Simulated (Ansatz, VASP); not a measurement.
MoS2 in VASP and in Ansatz

```xyz
3
Lattice="1.5717 0.9074 6.2249 -1.5717 0.9074 6.2249 0.0000 -1.8149 6.2249" Properties=species:S:1:pos:R:3 pbc="T T T"
Mo    0.0000    0.0000   -0.0003
S     0.0000    0.0000    7.7900
S     0.0000    0.0000    4.6602
```

Change from the starting cell: epitaxial_xy strain -1.0%.

Alike in both runs: task single point; functional r2SCAN; k mesh 10 × 10 × 10; no spin polarisation.

|  | VASP | Ansatz |
| --- | --- | --- |
| version | VASP 6.6.1 | Ansatz 0.2.0 |
| potentials or method | VASP PAW PBE potentials, release 64 (Mo_sv, S) | plane waves, PAW |
| plane-wave cutoff (eV) | 520 | 500 |
| occupations | gaussian, width 0.01 eV | fixed |
| valence electrons in the cell | 26 | 26 |

```csv
,VASP,Ansatz,Ansatz less VASP
gap on the k mesh at the Fermi level (eV),1.14,1.12,-0.013
pressure (GPa),3.2,3.2,-0.05
"traceless stress, the component that is largest in VASP (GPa)",-2.12,-2.06,+0.057
rms of the force components (eV/Å),0.024,0.026,+0.0022
```

VASP's potentials were made for PBE, not for r2SCAN. Atom by atom the forces differ by 0.002 eV/Å (rms over components).
